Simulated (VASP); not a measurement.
# BeTe (F-43m) in VASP: further runs

The runs below take BeTe through single point, with LDA, RPBE+D4, PBE exchange alone.

Everything below comes from runs of VASP 6.6.1. Logs are shortened: lines on timing, memory, paths and dates and some standing lists are left out, and cuts for length are marked.

### 1 The cell of the first run

It takes space group F-43m (No. 216, cubic). Conventional cell: a = 5.649 Å, b = 5.649 Å, c = 5.649 Å, α = 90.00°, β = 90.00°, γ = 90.00°. Within 3.2 Å of Te (site symmetry -43m) lie 4 Be at 2.45 Å. Be (site symmetry -43m) has 4 Te at 2.45 Å within 3.2 Å.

### 2 Single point, LDA

Contents of INCAR:

```
PREC = Accurate
ENCUT = 520
EDIFF = 1E-7
ISMEAR = -1
SIGMA = 0.05
LREAL = F
LASPH = T
NELM = 60
ALGO = Normal
ISIF = 2
LWAVE = F
LCHARG = T
LELF = T
LVHAR = T
NBANDS = 11
```

Contents of KPOINTS:

```
regular mesh
0
Gamma
  8 8 8
```

Contents of POSCAR:

```
BeTe
1.0
    0.0000000000      2.8243275181      2.8243275181
    2.8243275181      0.0000000000      2.8243275181
    2.8243275181      2.8243275181      0.0000000000
Te Be
1 1
Direct
    0.7500000000      0.7500000000      0.7500000000
    0.0000000000      0.0000000000      0.0000000000
```

Potentials or basis: VASP PAW LDA potentials, release 64 (Te, Be).

On the command line:

```sh
$ cat potpaw_LDA.64/Te/POTCAR potpaw_LDA.64/Be/POTCAR > POTCAR
$ mpirun -np 1 vasp_std > vasp.out
```

OUTCAR:

```text
PREC = Accurate
   ENCUT = 520
   EDIFF = 1E-7
   ISMEAR = -1
   LREAL = F
   LASPH = T
   NELM = 60
   ISIF = 2

 ion  position               nearest neighbor table
   1  0.750  0.750  0.750-   2 2.45   2 2.45   2 2.45   2 2.45
   2  0.000  0.000  0.000-   1 2.45   1 2.45   1 2.45   1 2.45

  LATTYP: Found a face centered cubic cell.
 ALAT       =     5.6486550362

  Lattice vectors:

 A1 = (   0.0000000000,   2.8243275181,   2.8243275181)
 A2 = (   2.8243275181,   0.0000000000,   2.8243275181)
 A3 = (   2.8243275181,   2.8243275181,   0.0000000000)

Analysis of symmetry for initial positions (statically):
=====================================================================
 Subroutine PRICEL returns:
 Original cell was already a primitive cell.

 Routine SETGRP: Setting up the symmetry group for a
 face centered cubic supercell.

 Subroutine GETGRP returns: Found 24 space group operations
 (whereof 24 operations were pure point group operations)
 out of a pool of 48 trial point group operations.

The static configuration has the point symmetry T_d .

Analysis of symmetry for dynamics (positions and initial velocities):
=====================================================================
 Subroutine PRICEL returns:
 Original cell was already a primitive cell.

 Routine SETGRP: Setting up the symmetry group for a
 face centered cubic supercell.

 Subroutine GETGRP returns: Found 24 space group operations
 (whereof 24 operations were pure point group operations)
 out of a pool of 48 trial point group operations.

The dynamic configuration has the point symmetry T_d .

 Subroutine INISYM returns: Found 24 space group operations
 (whereof 24 operations are pure point group operations),
 and found     1 'primitive' translations

----------------------------------------------------------------------------------------

                                     Primitive cell

  volume of cell :      45.0583

  direct lattice vectors                    reciprocal lattice vectors
     0.000000000  2.824327518  2.824327518    -0.177033293  0.177033293  0.177033293
     2.824327518  0.000000000  2.824327518     0.177033293 -0.177033293  0.177033293
     2.824327518  2.824327518  0.000000000     0.177033293  0.177033293 -0.177033293

  length of vectors
     3.994202281  3.994202281  3.994202281     0.306630657  0.306630657  0.306630657

  position of ions in fractional coordinates (direct lattice)
     0.750000000  0.750000000  0.750000000
     0.000000000  0.000000000  0.000000000

  ion indices of the primitive-cell ions
   primitive index   ion index
                 1           1
                 2           2

----------------------------------------------------------------------------------------

 KPOINTS: regular mesh

Automatic generation of k-mesh.
 Grid dimensions read from file:
 generate k-points for:    8    8    8

 Generating k-lattice:

  Cartesian coordinates                     Fractional coordinates (reciprocal lattice)
    -0.022129162  0.022129162  0.022129162     0.125000000  0.000000000  0.000000000
     0.022129162 -0.022129162  0.022129162     0.000000000  0.125000000  0.000000000
     0.022129162  0.022129162 -0.022129162     0.000000000  0.000000000  0.125000000

  Length of vectors
     0.038328832  0.038328832  0.038328832

  Shift w.r.t. Gamma in fractional coordinates (k-lattice)
     0.000000000  0.000000000  0.000000000

 Subroutine IBZKPT returns following result:
 ===========================================

 Found     29 irreducible k-points:

 Following reciprocal coordinates:
            Coordinates               Weight
  0.000000  0.000000  0.000000      1.000000
  0.125000  0.000000  0.000000      8.000000
  0.250000  0.000000  0.000000      8.000000
  0.375000  0.000000  0.000000      8.000000
  0.500000  0.000000  0.000000      4.000000
  0.125000  0.125000  0.000000      6.000000
[... 16 lines left out ...]
  0.500000  0.250000  0.125000     48.000000
 -0.375000  0.250000  0.125000     24.000000
 [... further k-points ...]
   k-points           NKPTS =     29   k-points in BZ     NKDIM =     29   number of bands    NBANDS=     11
   number of dos      NEDOS =    301   number of ions     NIONS =      2
   total plane-waves  NPLWV =  27000
   dimension x,y,z NGX =    30 NGY =   30 NGZ =   30
   dimension x,y,z NGXF=    60 NGYF=   60 NGZF=   60
   ions per type =               1   1
   NGX,Y,Z   is equivalent  to a cutoff of  12.49, 12.49, 12.49 a.u.
   NGXF,Y,Z  is equivalent  to a cutoff of  24.97, 24.97, 24.97 a.u.
 SYSTEM =  unknown system
   PREC   = accura    normal or accurate (medium, high low for compatibility)
   ISTART =      0    job   : 0-new  1-cont  2-samecut
   ICHARG =      2    charge: 1-file 2-atom 10-const
   ISPIN  =      1    spin polarized calculation?
   LNONCOLLINEAR =      F non collinear calculations
   LSORBIT =      F    spin-orbit coupling
   LASPH  =      T    aspherical Exc in radial PAW
   ENCUT  =  520.0 eV  38.22 Ry    6.18 a.u.   7.43  7.43  7.43*2*pi/ulx,y,z
   NELM   =     60;   NELMIN=  2; NELMDL= -5     # of ELM steps
   EDIFF  = 0.1E-06   stopping-criterion for ELM
   LREAL  =      F    real-space projection
   EDIFFG = 0.1E-05   stopping-criterion for IOM
   NSW    =      0    number of steps for IOM
   IBRION =     -1    ionic relax: 0-MD 1-quasi-New 2-CG
   NFREE  =      0    steps in history (QN), initial steepest desc. (CG)
   ISIF   =      2    stress and relaxation
   ISYM   =      2    0-nonsym 1-usesym 2-fastsym
   POTIM  = 0.5000    time-step for ionic-motion
   TEBEG  =    0.0;   TEEND  =   0.0 temperature during run
   PSTRESS=    0.0 pullay stress
   NELECT =       8.0000    total number of electrons
   NUPDOWN=      -1.0000    fix difference up-down
   EMIN   =  10.00;   EMAX   =-10.00  energy-range for DOS
   EFERMI =   0.00;   METHOD = LEGACY
   ISMEAR =    -1;   SIGMA  =   0.05  broadening in eV -4-tet -1-fermi 0-gaus
   EFERMI_NEDOS =   21; number of points for ismear=-14 and -15
   IALGO  =     38    algorithm
   IMIX   =      4    mixing-type and parameters
     AMIX     =   0.40;   BMIX     =  1.00
     AMIX_MAG =   1.60;   BMIX_MAG =  1.00
  volume/ion in A,a.u.               =      22.53       152.03
  Fermi-wavevector in a.u.,A,eV,Ry     =   0.920124  1.738783 11.519080  0.846628
  Thomas-Fermi vector in A             =   2.045395
   LORBIT       =      0    0 simple, 1 ext, 2 COOP (PROOUT), +10 PAW based schemes
   GGA     = CA    functional components
   LHFCALC =     F    Hartree Fock is set to
   AEXX    =    0.0000 exact exchange contribution
   IVDW    =     0    specifies the selected vdW correction
   LEPSILON=     F    determine dielectric tensor
   LRPA    =     F    only Hartree local field effects (RPA)
 non-spin polarized calculation
  energy-cutoff  :      520.00
  volume of cell :       45.06
 maximum number of plane-waves:      1243
 NGX is ok and might be reduce to    30
   NGX = 15   NGY = 15   NGZ = 15

 number of electron       8.0000000 magnetization

 Free energy of the ion-electron system (eV)
  ---------------------------------------------------
  ext. energy  EPLUGINS =         0.00000000
  ---------------------------------------------------
  free energy    TOTEN  =        -8.70901695 eV

  energy without entropy =       -8.70901695  energy(sigma->0) =       -8.70901695

 E-fermi :   5.8164     XC(G=0):  -9.2359

 val. band max:        4.8427648301   @ k =   0.0000   0.0000   0.0000
 cond. band min:       6.7326746761   @ k =   0.5000   0.5000   0.0000
 fundamental gap:      1.8899098460
 Fermi energy:         5.8164348256

 k-point     1 :       0.0000    0.0000    0.0000
  band No.  band energies     occupation
      1      -7.4185      2.00000
      2       4.8428      2.00000
      3       4.8428      2.00000
      4       4.8428      2.00000
      5       8.4342      0.00000
      6       8.4342      0.00000
      7       8.4342      0.00000
      8       8.5020      0.00000
      9      12.9980      0.00000
     10      15.0613      0.00000
     11      15.0613      0.00000

 k-point     2 :       0.1250    0.0000    0.0000
  band No.  band energies     occupation
      1      -7.2737      2.00000
      2       3.5351      2.00000
      3       4.6118      2.00000
      4       4.6118      2.00000
      5       8.3116      0.00000
      6       8.7709      0.00000
      7       8.7709      0.00000
      8       9.8355      0.00000
      9      13.4068      0.00000
     10      14.1092      0.00000
     11      14.1092      0.00000

 k-point     3 :       0.2500    0.0000    0.0000
  band No.  band energies     occupation
      1      -6.8753      2.00000
      2       1.5513      2.00000
      3       4.1800      2.00000
      4       4.1800      2.00000
      5       8.0953      0.00000
      6       9.2925      0.00000
      7       9.2925      0.00000
      8      11.7286      0.00000
      9      13.7205      0.00000
     10      13.8263      0.00000
     11      13.8263      0.00000

 k-point     4 :       0.3750    0.0000    0.0000
  band No.  band energies     occupation
      1      -6.3706      2.00000
      2      -0.0099      2.00000
      3       3.8474      2.00000
      4       3.8474      2.00000
      5       7.9275      0.00000
      6       9.4275      0.00000
      7       9.4275      0.00000
      8      12.5240      0.00000
      9      14.4206      0.00000
     10      14.8419      0.00000
     11      14.8419      0.00000

 k-point     5 :       0.5000    0.0000    0.0000
  band No.  band energies     occupation
      1      -6.1089      2.00000
      2      -0.6347      2.00000
      3       3.7279      2.00000
      4       3.7279      2.00000
      5       7.8679      0.00000
      6       9.3991      0.00000
      7       9.3991      0.00000
      8      12.4886      0.00000
      9      15.5365      0.00000
     10      16.2168      0.00000
     11      16.2168      0.00000
[... 211 lines left out ...]
 k-point    21 :       0.5000    0.5000    0.0000
  band No.  band energies     occupation
      1      -5.6347      2.00000
      2      -0.1900      2.00000
      3       2.2303      2.00000
      4       2.2303      2.00000
      5       6.7327      0.00000
      6       7.5011      0.00000
      7      14.3829      0.00000
      8      14.3829      0.00000
      9      16.1523      0.00000
     10      17.6091      0.00000
     11      18.1151      0.00000

 k-point    22 :       0.3750    0.2500    0.1250
  band No.  band energies     occupation
      1      -6.5468      2.00000
      2       1.3040      2.00000
      3       2.6233      2.00000
      4       3.6334      2.00000
      5       8.3838      0.00000
      6       9.6381      0.00000
      7      10.1544      0.00000
      8      11.0517      0.00000
      9      13.8022      0.00000
     10      15.2044      0.00000
     11      15.8348      0.00000

 k-point    23 :       0.5000    0.2500    0.1250
  band No.  band energies     occupation
      1      -6.1000      2.00000
      2       0.2717      2.00000
      3       2.0912      2.00000
      4       3.1824      2.00000
      5       8.8159      0.00000
      6       9.4760      0.00000
      7      10.6791      0.00000
      8      11.6753      0.00000
      9      14.5511      0.00000
     10      15.0178      0.00000
     11      16.9119      0.00000

 k-point    24 :      -0.3750    0.2500    0.1250
  band No.  band energies     occupation
      1      -5.8763      2.00000
      2      -0.2111      2.00000
      3       1.9827      2.00000
      4       2.9615      2.00000
      5       8.9665      0.00000
      6       9.1899      0.00000
      7      11.4309      0.00000
      8      12.4794      0.00000
      9      13.2180      0.00000
     10      16.2702      0.00000
     11      16.5879      0.00000

 [... further k-points ...]

------------------------ aborting loop because EDIFF is reached ----------------------------------------

  FORCE on cell =-STRESS in cart. coord.  units (eV):
  Direction    XX          YY          ZZ          XY          YZ          ZX
  --------------------------------------------------------------------------------------
  -------------------------------------------------------------------------------------
  Total       -0.7527322     -0.7527322     -0.7527322      0.0000000     -0.0000000      0.0000000
  in kB      -26.7655344    -26.7655344    -26.7655344      0.0000000     -0.0000000      0.0000000
  external PRESSURE =     -26.7655344 kB  Pullay stress =       0.0000000 kB

 VOLUME and BASIS-vectors are now :
 -----------------------------------------------------------------------------
  energy-cutoff  :      520.00
  volume of cell :       45.06
      direct lattice vectors                 reciprocal lattice vectors
     0.000000000  2.824327518  2.824327518    -0.177033293  0.177033293  0.177033293
     2.824327518  0.000000000  2.824327518     0.177033293 -0.177033293  0.177033293
     2.824327518  2.824327518  0.000000000     0.177033293  0.177033293 -0.177033293

 POSITION                                       TOTAL-FORCE (eV/Angst)
 -----------------------------------------------------------------------------------
      4.23649      4.23649      4.23649        -0.000000     -0.000000     -0.000000
      0.00000      0.00000      0.00000         0.000000      0.000000      0.000000
 -----------------------------------------------------------------------------------
    total drift:                               -0.000000     -0.000000     -0.000000

  FREE ENERGIE OF THE ION-ELECTRON SYSTEM (eV)
  ---------------------------------------------------
  free  energy   TOTEN  =        -8.7090169495 eV

  energy  without entropy=       -8.7090169493  energy(sigma->0) =       -8.70901695
```

Wall time 7.5 s (1 thread of AMD EPYC 9R45 (Zen 5), shared host); peak memory 0.12 GiB.

What came out:

```yaml
Free_energy: -8.7090 eV
Pressure: -2.7 GPa
Band_gap_on_the_k_mesh: 1.89 eV, indirect (least direct gap 3.59 eV)
```

Caveat: spin-orbit coupling is left out, which moves the levels of the heavy elements. A k mesh can miss the band edges.

(Part 1 of 2 ends here.)
